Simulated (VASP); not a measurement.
Set up this calculation in VASP 6.6.1, as the native input.

| Item | Value |
| --- | --- |
| Task | single point |
| Functional | revPBE |
| Potentials or basis | VASP PAW PBE potentials, release 64 (In_d) |
| Cutoff | 520 eV |
| k mesh | 13 × 13 × 13 |
| Occupations | fermi-dirac, width 0.1 eV |
| Spin | no spin polarisation |
| Dipole correction | no |
| Further INCAR settings | ALGO = Normal; EDIFF = 1e-06; NBANDS = 12 |

The structure of In lies in POSCAR:

```
In
1.0
    0.0000000000      2.5147442098      2.5147442098
    2.5147442098      0.0000000000      2.5147442098
    2.5147442098      2.5147442098      0.0000000000
In
1
Direct
    0.0000000000      0.0000000000      0.0000000000
```

This isn't the form of In at room conditions, which is tetragonal.

One way to write it, as run:

INCAR

```
SYSTEM = In
ALGO = Normal
EDIFF = 1E-6
ENCUT = 520
GGA = RE
ISIF = 2
ISMEAR = -1
LASPH = .TRUE.
LCHARG = .TRUE.
LELF = .TRUE.
LREAL = .FALSE.
LVHAR = .TRUE.
LWAVE = .FALSE.
NBANDS = 12
NELM = 60
PREC = Accurate
SIGMA = 0.1
```

KPOINTS

```
k-points
0
G
  13 13 13
  0 0 0
```

Potentials or basis: VASP PAW PBE potentials, release 64 (In_d).

Run with:

```bash
$ cat potpaw_PBE.64/In_d/POTCAR > POTCAR
$ mpirun -np 1 vasp_std > vasp.out
```

Results of the run:

The pressure is -2.7 GPa and the band gap on the k mesh is zero (an odd number of electrons rules out a gap without spin polarisation).

Caveat: the PAW data sets were made with another functional, which shifts forces and pressure a little; spin-orbit coupling is left out, which moves the levels of the heavy elements.

It took 24 s on 1 thread of Intel(R) Xeon(R) Platinum 8259CL CPU @ 2.50GHz (Skylake/Cascade Lake), with other jobs on the host, peak memory 0.17 GiB.
